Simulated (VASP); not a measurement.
**Si2W: relaxation of shape and atoms at fixed volume with r2SCAN**

Si2W:

```
Si W
1.0
    -1.64406    1.64406    3.98297
     1.64406   -1.64406    3.98297
     1.64406    1.64406   -3.98297
Si W
2 1
Direct
  0.33555 0.33555 0.00000
  0.66445 0.66445 0.00000
  0.00000 0.00000 0.00000
```

```
Program                : VASP 6.6.1
Task                   : relaxation of shape and atoms at fixed volume
Functional             : r2SCAN
Potentials or basis    : VASP PAW PBE potentials, release 64 (Si, W_sv)
Cutoff                 : 600 eV
k mesh                 : 14 × 14 × 14
Occupations            : gaussian, width 0.05 eV
Spin                   : no spin polarisation
Dipole correction      : no
Further INCAR settings : ALGO = Normal; EDIFF = 1e-06; IBRION = 2; EDIFFG = -0.01; NSW = 60; ISIF = 4
```

| Quantity | Value |
| --- | --- |
| Energy gained by relaxing | 0.2 meV/atom |
| Ionic steps | 4 |
| Pressure after relaxing | -13.4 GPa |
| Band gap on the k mesh | zero (bands 11 and 12 overlap by 1.11 eV) |

The path:
```tsv
step	energy change (eV)	largest force (eV/Å)	pressure (GPa)	volume (Å³)
1	0.0000	0.0795	-13.50	43.06
2	-0.0004	0.0004	-13.32	43.06
3	-0.0005	0.0242	-13.38	43.06
4	-0.0006	0.0006	-13.35	43.06
```

Final structure:
```
Si W
1.0
    -1.64550    1.64550    3.97600
     1.64550   -1.64550    3.97600
     1.64550    1.64550   -3.97600
Si W
2 1
Cartesian
  0.0000 0.0000 2.6723
  1.6455 1.6455 1.3037
  0.0000 0.0000 7.9520
```

Levels at points of the mesh, in eV from the Fermi level:
| k point | band 9 | band 10 | band 11 | band 12 | band 13 | band 14 |
| --- | --- | --- | --- | --- | --- | --- |
| (0.00, 0.00, 0.00) | -2.88 | -2.88 | 0.46 | 2.58 | 2.86 | 2.86 |
| (0.50, 0.00, 0.00) | -2.90 | -2.63 | -0.46 | 2.65 | 2.80 | 3.99 |
| (0.50, 0.50, 0.00) | -5.06 | -3.18 | -2.05 | 2.87 | 2.92 | 3.04 |
| (0.50, 0.50, 0.50) | -1.00 | -1.00 | -0.52 | -0.52 | 0.62 | 4.73 |

It took 55 min on 1 thread of Oxide Virtual Turin-like Processor, on a shared host, peak memory 0.38 GiB.

Caveat: the PAW data sets were made with another functional, which shifts forces and pressure a little; spin-orbit coupling is left out, which moves the levels of the heavy elements.
